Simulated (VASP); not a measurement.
A run of VASP 6.6.1 is set up as follows.

Contents of POSCAR:

```
Os
1.0
    0.0000000000      1.8866500000      1.8866500000
    1.8866500000      0.0000000000      1.8866500000
    1.8866500000      1.8866500000      0.0000000000
Os
1
Direct
    0.0000000000      0.0000000000      0.0000000000
```

Contents of INCAR.step1:

```
ALGO     = Normal         # electronic algorithm
EDIFF    = 1E-4           # SCF threshold, eV
ENCUT    = 520            # plane-wave cutoff, eV
GGA      = PE             # functional
ISMEAR   = 0              # smearing method
LASPH    = T              # aspherical terms in the spheres
LCHARG   = F              # write CHGCAR
LREAL    = F              # projectors in reciprocal space
LWAVE    = T              # write WAVECAR
NBANDS   = 10             # bands
NELM     = 100            # most SCF steps
PREC     = Accurate       # precision mode
SIGMA    = 0.15           # smearing width, eV
```

File INCAR.step2:

```
ALGO     = Normal         # electronic algorithm
EDIFF    = 1E-6           # SCF threshold, eV
ENCUT    = 520            # plane-wave cutoff, eV
ISIF     = 2              # what is computed and relaxed
ISMEAR   = 0              # smearing method
ISTART   = 1            
LASPH    = T              # aspherical terms in the spheres
LCHARG   = F              # write CHGCAR
LMIXTAU  = T            
LREAL    = F              # projectors in reciprocal space
LWAVE    = F              # write WAVECAR
METAGGA  = R2SCAN         # meta-GGA
NBANDS   = 10             # bands
NELM     = 100            # most SCF steps
PREC     = Accurate       # precision mode
SIGMA    = 0.15           # smearing width, eV
```

The input KPOINTS:

```
k-points
0
Gamma
  20 20 20
```

Potentials or basis: VASP PAW PBE potentials, release 64 (Os).

The run is started by

```console
$ cat potpaw_PBE.64/Os/POTCAR > POTCAR
$ cp INCAR.step1 INCAR
$ mpirun -np 1 vasp_std > vasp.out
$ cp INCAR.step2 INCAR
$ mpirun -np 1 vasp_std > vasp.out
```

(1) What does it give for the band gap on the k mesh?

(2) Estimate the pressure.

Results:

(1) zero (bands 4 and 5 overlap by 4.38 eV).

(2) 23.5 GPa.

Caveat: the cell differs from its parent crystal (strain -0.030 along x and y, -0.030 along z); the cell stands under pressure; the PAW data sets were made with another functional, which shifts forces and pressure a little; spin-orbit coupling is left out, which moves the levels of the heavy elements.
